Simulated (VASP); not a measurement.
# As (R-3m) in VASP: further runs, part 2 of 2

VASP 6.6.1.

### 3 Single point, r2SCAN

This run uses another cell than the first one, of the same volume but with other edges.

POSCAR reads:

```
As
1.0
    1.8709204714      1.0801764378      3.7072888267
   -1.8709204714      1.0801764378      3.7072888267
    0.0000000000     -2.1603528756      3.7072888267
As
2
Direct
    0.2242975667      0.2242975667      0.2242975667
    0.7757024333      0.7757024333      0.7757024333
```

INCAR.step1 reads:

```
SYSTEM = As
PREC     = Accurate       ! precision mode
ENCUT    = 520            ! plane-wave cutoff, eV
ISMEAR   = 0              ! smearing method
SIGMA    = 0.05           ! smearing width, eV
LREAL    = .False.        ! projectors in reciprocal space
LASPH    = .True.         ! aspherical terms in the spheres
NELM     = 60             ! most SCF steps
NBANDS   = 12             ! bands
GGA      = PE             ! functional
ALGO     = Normal         ! electronic algorithm
EDIFF    = 1E-4           ! SCF threshold, eV
LWAVE    = .True.         ! write WAVECAR
LCHARG   = .False.        ! write CHGCAR
```

INCAR.step2 reads:

```
SYSTEM = As
PREC     = Accurate       ! precision mode
ENCUT    = 520            ! plane-wave cutoff, eV
EDIFF    = 1E-7           ! SCF threshold, eV
ISMEAR   = 0              ! smearing method
SIGMA    = 0.05           ! smearing width, eV
LREAL    = .False.        ! projectors in reciprocal space
LASPH    = .True.         ! aspherical terms in the spheres
NELM     = 60             ! most SCF steps
ALGO     = Normal         ! electronic algorithm
ISIF     = 2              ! what is computed and relaxed
LWAVE    = .False.        ! write WAVECAR
LCHARG   = .False.        ! write CHGCAR
METAGGA  = R2SCAN         ! meta-GGA
LMIXTAU  = .True.       
NBANDS   = 12             ! bands
ISTART   = 1
```

KPOINTS reads:

```
Automatic mesh
0
Gamma
  14 14 14
  0 0 0
```

Potentials or basis: VASP PAW PBE potentials, release 64 (As).

Launch:

```console
> cat potpaw_PBE.64/As/POTCAR > POTCAR
> cp INCAR.step1 INCAR
> mpirun -np 1 vasp_std > vasp.out
> cp INCAR.step2 INCAR
> mpirun -np 1 vasp_std > vasp.out
```

OUTCAR:

```text
SYSTEM = As
   PREC = Accurate
   ENCUT = 520
   EDIFF = 1E-7
   ISMEAR = 0
   LREAL = .False.
   LASPH = .True.
   NELM = 60
   ISIF = 2
   METAGGA = R2SCAN
   ISTART = 1

 ion  position               nearest neighbor table
   1  0.224  0.224  0.224-   2 2.51   2 2.51   2 2.51
   2  0.776  0.776  0.776-   1 2.51   1 2.51   1 2.51

  LATTYP: Found a trigonal (rhomboedric) cell.
 ALAT       =     4.2908175202
 COS(alpha) =     0.6197575854

  Lattice vectors:

 A1 = (   1.8709204714,   1.0801764378,   3.7072888267)
[... 538 lines left out ...]
      8       8.0965      0.00000
      9      10.5747      0.00000
     10      13.1292      0.00000
     11      14.4438      0.00000
     12      16.1145      0.00000

 [... further k-points ...]
[... 5 lines left out ...]
  --------------------------------------------------------------------------------------
  -------------------------------------------------------------------------------------
  Total        0.2205442      0.2205442      0.2089415      0.0000000      0.0000000      0.0000000
  in kB        7.8604693      7.8604693      7.4469362      0.0000000      0.0000000      0.0000000
  external PRESSURE =       7.7226249 kB  Pullay stress =       0.0000000 kB

 VOLUME and BASIS-vectors are now :
 -----------------------------------------------------------------------------
  energy-cutoff  :      520.00
  volume of cell :       44.95
      direct lattice vectors                 reciprocal lattice vectors
     1.870920471  1.080176438  3.707288827     0.267248131  0.154295781  0.089912966
    -1.870920471  1.080176438  3.707288827    -0.267248131  0.154295781  0.089912966
     0.000000000 -2.160352876  3.707288827     0.000000000 -0.308591561  0.089912966

 POSITION                                       TOTAL-FORCE (eV/Angst)
 -----------------------------------------------------------------------------------
      0.00000      0.00000      2.49461         0.000000     -0.000000      0.042952
      0.00000      0.00000      8.62726         0.000000      0.000000     -0.042952
 -----------------------------------------------------------------------------------
    total drift:                                0.000000      0.000000     -0.000000

  FREE ENERGIE OF THE ION-ELECTRON SYSTEM (eV)
  ---------------------------------------------------
  free  energy   TOTEN  =       -29.3886342619 eV

  energy  without entropy=      -29.3884252248  energy(sigma->0) =      -29.38852974
```

OUTCAR.step1:

```text
SYSTEM = As
   PREC = Accurate
   ENCUT = 520
   ISMEAR = 0
   LREAL = .False.
   LASPH = .True.
[... 584 lines left out ...]
      0.00000      0.00000      2.49461         0.000000      0.000000      0.346683
      0.00000      0.00000      8.62726         0.000000      0.000000     -0.346683
 -----------------------------------------------------------------------------------
    total drift:                               -0.000000      0.000000     -0.000000

  FREE ENERGIE OF THE ION-ELECTRON SYSTEM (eV)
  ---------------------------------------------------
  free  energy   TOTEN  =        -9.3242887242 eV

  energy  without entropy=       -9.3239256999  energy(sigma->0) =       -9.32410721
```

OSZICAR.step1:

```text
N       E                     dE             d eps       ncg     rms          rms(c)
DAV:   1     0.289112180296E+02    0.28911E+02   -0.41685E+03  6912   0.692E+02
DAV:   2    -0.770691404741E+01   -0.36618E+02   -0.35036E+02  9136   0.109E+02
DAV:   3    -0.933726208280E+01   -0.16303E+01   -0.16227E+01  8636   0.240E+01
DAV:   4    -0.934560189222E+01   -0.83398E-02   -0.83387E-02  7932   0.196E+00
DAV:   5    -0.934562532319E+01   -0.23431E-04   -0.23431E-04  8608   0.111E-01    0.335E+00
DAV:   6    -0.933114042702E+01    0.14485E-01   -0.73187E-03  7952   0.501E-01    0.202E+00
DAV:   7    -0.932408002884E+01    0.70604E-02   -0.15928E-02  8076   0.762E-01    0.870E-02
DAV:   8    -0.932422576912E+01   -0.14574E-03   -0.57251E-04  8148   0.141E-01    0.356E-02
DAV:   9    -0.932428872419E+01   -0.62955E-04   -0.79472E-05  5872   0.561E-02
   1 F= -.93242887E+01 E0= -.93241072E+01  d E =-.363024E-03
```

Run time: 5.7 min. Hardware: 1 thread of Intel Xeon Platinum 8488C (Sapphire Rapids), shared host; peak memory 0.27 GiB.

Results:

| Property | Result |
| --- | --- |
| Free energy | -29.3886 eV |
| Pressure | 0.8 GPa |
| Largest force | 0.043 eV/Å |
| Band gap on the k mesh | zero (bands 5 and 6 overlap by 0.44 eV) |

Forces on the atoms (eV/Å):
```
As   0.000  0.000  0.043
As   0.000  0.000 -0.043
```

Caveat: the PAW data sets were made with another functional, which shifts forces and pressure a little.

### 4 Single point, r2SCAN (22.58 Å³/atom)

This run uses another cell than the first one, of 22.58 Å³/atom.

POSCAR reads:

```
As
1.0
    1.8708943772      1.0801613723      3.7239701962
   -1.8708943772      1.0801613723      3.7239701962
    0.0000000000     -2.1603227447      3.7239701962
As
2
Direct
    0.2240551688      0.2240551688      0.2240551688
    0.7759448312      0.7759448312      0.7759448312
```

INCAR.step1 reads:

```
PREC = Accurate ; ENCUT = 520
ISMEAR = 0 ; SIGMA = 0.05
LREAL = F ; LASPH = T
NELM = 100 ; NBANDS = 12
GGA = PE ; ALGO = Normal
EDIFF = 1E-4 ; LWAVE = T
LCHARG = F
```

INCAR.step2 reads:

```
PREC = Accurate ; ENCUT = 520
EDIFF = 1E-6 ; ISMEAR = 0
SIGMA = 0.05 ; LREAL = F
LASPH = T ; NELM = 100
ALGO = Normal ; ISIF = 2
LWAVE = F ; LCHARG = F
METAGGA = R2SCAN ; LMIXTAU = T
NBANDS = 12 ; ISTART = 1
```

KPOINTS reads:

```
Automatic mesh
0
Gamma
  14 14 14
```

Launch:

```console
> cat potpaw_PBE.64/As/POTCAR > POTCAR
> cp INCAR.step1 INCAR
> mpirun -np 1 vasp_std > vasp.out
> cp INCAR.step2 INCAR
> mpirun -np 1 vasp_std > vasp.out
```

It took 4 min on 1 thread of Intel Xeon Platinum 8488C (Sapphire Rapids), shared host; peak memory 0.28 GiB.

The run converged. Its results:

```yaml
Free_energy: -29.3893 eV
Pressure: 0.7 GPa
Largest_force: 0.046 eV/Å
Band_gap_on_the_k_mesh: zero (bands 5 and 6 overlap by 0.45 eV)
```

Forces on the atoms (eV/Å):
```
As   0.000  0.000  0.046
As   0.000  0.000 -0.046
```

Levels at points of the mesh, in eV from the Fermi level:
| k point | band 3 | band 4 | band 5 | band 6 | band 7 | band 8 |
| --- | --- | --- | --- | --- | --- | --- |
| (0.00, 0.00, 0.00) | -3.11 | -2.30 | -2.30 | 1.27 | 2.56 | 2.56 |
| (0.50, 0.00, 0.00) | -3.64 | -3.43 | -0.95 | -0.35 | 0.27 | 1.60 |
| (0.50, 0.50, 0.00) | -6.12 | -4.50 | -4.37 | 1.39 | 4.99 | 6.60 |
| (0.50, 0.50, 0.50) | -2.09 | -2.09 | -0.49 | 0.92 | 0.92 | 1.70 |

Caveat: the PAW data sets were made with another functional, which shifts forces and pressure a little.

### 5 Single point, r2SCAN (23.15 Å³/atom)

This run uses another cell than the first one, of 23.15 Å³/atom.

POSCAR reads:

```
As
1.0
    1.8526864658      1.0696490298      3.8938291089
   -1.8526864658      1.0696490298      3.8938291089
    0.0000000000     -2.1392980596      3.8938291089
As
2
Direct
    0.2222920374      0.2222920374      0.2222920374
    0.7777079626      0.7777079626      0.7777079626
```

INCAR.step1 reads:

```
SYSTEM = As
PREC = Accurate
ENCUT = 520
ISMEAR = 0
SIGMA = 0.05
LREAL = .FALSE.
LASPH = .TRUE.
NELM = 80
NBANDS = 12
GGA = PE
ALGO = Normal
EDIFF = 1E-4
LWAVE = .TRUE.
LCHARG = .FALSE.
```

INCAR.step2 reads:

```
SYSTEM = As
PREC = Accurate
ENCUT = 520
EDIFF = 1E-6
ISMEAR = 0
SIGMA = 0.05
LREAL = .FALSE.
LASPH = .TRUE.
NELM = 80
ALGO = Normal
ISIF = 2
LWAVE = .FALSE.
LCHARG = .FALSE.
METAGGA = R2SCAN
LMIXTAU = .TRUE.
NBANDS = 12
ISTART = 1
```

KPOINTS reads:

```
regular mesh
0
G
  14 14 14
  0 0 0
```

Potentials or basis: VASP PAW PBE potentials, release 64 (As).

Launch:

```console
> cat potpaw_PBE.64/As/POTCAR > POTCAR
> cp INCAR.step1 INCAR
> mpirun -np 1 vasp_std > vasp.out
> cp INCAR.step2 INCAR
> mpirun -np 1 vasp_std > vasp.out
```

OUTCAR:

```text
SYSTEM = As
   PREC = Accurate
   ENCUT = 520
   EDIFF = 1E-6
   ISMEAR = 0
   LREAL = .FALSE.
   LASPH = .TRUE.
   NELM = 80
   ISIF = 2
   METAGGA = R2SCAN
   ISTART = 1

 ion  position               nearest neighbor table
   1  0.222  0.222  0.222-   2 2.50   2 2.50   2 2.50
   2  0.778  0.778  0.778-   1 2.50   1 2.50   1 2.50

  LATTYP: Found a trigonal (rhomboedric) cell.
 ALAT       =     4.4428033174
 COS(alpha) =     0.6522079275

  Lattice vectors:

 A1 = (   1.8526864658,   1.0696490298,   3.8938291089)
 A2 = (  -1.8526864658,   1.0696490298,   3.8938291089)
 A3 = (   0.0000000000,  -2.1392980596,   3.8938291089)

Analysis of symmetry for initial positions (statically):
=====================================================================
 Subroutine PRICEL returns:
 Original cell was already a primitive cell.

 Routine SETGRP: Setting up the symmetry group for a
 trigonal (rhombohedral) supercell.

 Subroutine GETGRP returns: Found 12 space group operations
 (whereof 12 operations were pure point group operations)
 out of a pool of 12 trial point group operations.

The static configuration has the point symmetry D_3d.

Analysis of symmetry for dynamics (positions and initial velocities):
[... 166 lines left out ...]

 k-point     1 :       0.0000    0.0000    0.0000
  band No.  band energies     occupation
      1     -10.8555      2.00000
      2      -2.0388      2.00000
      3       1.6887      2.00000
      4       2.7810      2.00000
      5       2.7810      2.00000
      6       6.1487      0.00000
      7       7.4092      0.00000
      8       7.4092      0.00000
      9      12.6571      0.00000
     10      12.6571      0.00000
     11      13.2496      0.00000
     12      14.0586      0.00000
[... 331 lines left out ...]
 k-point    24 :       0.2857    0.1429    0.0000
  band No.  band energies     occupation
      1      -9.9477      2.00000
      2      -3.7385      2.00000
      3       0.5913      2.00000
      4       1.3910      2.00000
      5       3.1287      2.00000
      6       6.1767      0.00000
      7       7.4828      0.00000
      8       7.8598      0.00000
      9      10.4341      0.00000
     10      12.8584      0.00000
     11      14.4114      0.00000
     12      15.8229      0.00000

 [... further k-points ...]
[... 5 lines left out ...]
  --------------------------------------------------------------------------------------
  -------------------------------------------------------------------------------------
  Total        0.2227040      0.2227040      0.2252275      0.0000000      0.0000000      0.0000000
  in kB        7.7066778      7.7066778      7.7940056      0.0000000      0.0000000      0.0000000
  external PRESSURE =       7.7357871 kB  Pullay stress =       0.0000000 kB

 VOLUME and BASIS-vectors are now :
 -----------------------------------------------------------------------------
  energy-cutoff  :      520.00
  volume of cell :       46.30
      direct lattice vectors                 reciprocal lattice vectors
     1.852686466  1.069649030  3.893829109     0.269878368  0.155814348  0.085605537
    -1.852686466  1.069649030  3.893829109    -0.269878368  0.155814348  0.085605537
     0.000000000 -2.139298060  3.893829109     0.000000000 -0.311628697  0.085605537

 POSITION                                       TOTAL-FORCE (eV/Angst)
 -----------------------------------------------------------------------------------
      0.00000      0.00000      2.59670         0.000000      0.000000      0.048864
      0.00000      0.00000      9.08479         0.000000     -0.000000     -0.048864
 -----------------------------------------------------------------------------------
    total drift:                               -0.000000      0.000000     -0.000000

  FREE ENERGIE OF THE ION-ELECTRON SYSTEM (eV)
  ---------------------------------------------------
  free  energy   TOTEN  =       -29.3928844434 eV

  energy  without entropy=      -29.3925213305  energy(sigma->0) =      -29.39270289
```

OUTCAR.step1:

```text
SYSTEM = As
   PREC = Accurate
   ENCUT = 520
   ISMEAR = 0
   LREAL = .FALSE.
   LASPH = .TRUE.
[... 583 lines left out ...]
      0.00000      0.00000      2.59670         0.000000     -0.000000      0.403714
      0.00000      0.00000      9.08479         0.000000      0.000000     -0.403714
 -----------------------------------------------------------------------------------
    total drift:                               -0.000000      0.000000     -0.000000

  FREE ENERGIE OF THE ION-ELECTRON SYSTEM (eV)
  ---------------------------------------------------
  free  energy   TOTEN  =        -9.3171282096 eV

  energy  without entropy=       -9.3166017070  energy(sigma->0) =       -9.31686496
```

Wall time 6.8 min (1 thread of Intel Xeon Platinum 8488C (Sapphire Rapids), shared host); peak memory 0.32 GiB.

What came out:

```yaml
Free_energy: -29.3929 eV
Pressure: 0.8 GPa
Largest_force: 0.049 eV/Å
Band_gap_on_the_k_mesh: zero (bands 5 and 6 overlap by 0.62 eV)
```

Forces on the atoms (eV/Å):
```
As   0.000  0.000  0.049
As   0.000  0.000 -0.049
```

Caveat: the PAW data sets were made with another functional, which shifts forces and pressure a little.

### 6 Summary

| level | cell | k mesh | gap on the mesh (eV) | pressure (GPa) | largest force (eV/Å) |
| --- | --- | --- | --- | --- | --- |
| PBE | a = 4.183 Å, angles 54.4°, 2 atoms, atomic positions A | 6 × 6 × 6 | none | 0.3 | 0.05 |
| r2SCAN | a = 4.291 Å, angles 51.7°, 2 atoms, atomic positions B | 14 × 14 × 14 | none | 0.8 | 0.04 |
| r2SCAN | a = 4.305 Å, angles 51.5°, 2 atoms, atomic positions C | 14 × 14 × 14 | none | 0.7 | 0.05 |
| r2SCAN | a = 4.443 Å, angles 49.3°, 2 atoms, atomic positions D | 14 × 14 × 14 | none | 0.8 | 0.05 |

Alike in all rows: task single point; potentials or basis VASP PAW PBE potentials, release 64 (As); no spin polarisation; cutoff (eV) 520; smearing gaussian 0.05 eV.

Caveats: the PAW data sets were made with another functional, which shifts forces and pressure a little (at least some runs).

Absolute energies hang on the potentials; compare differences alone.
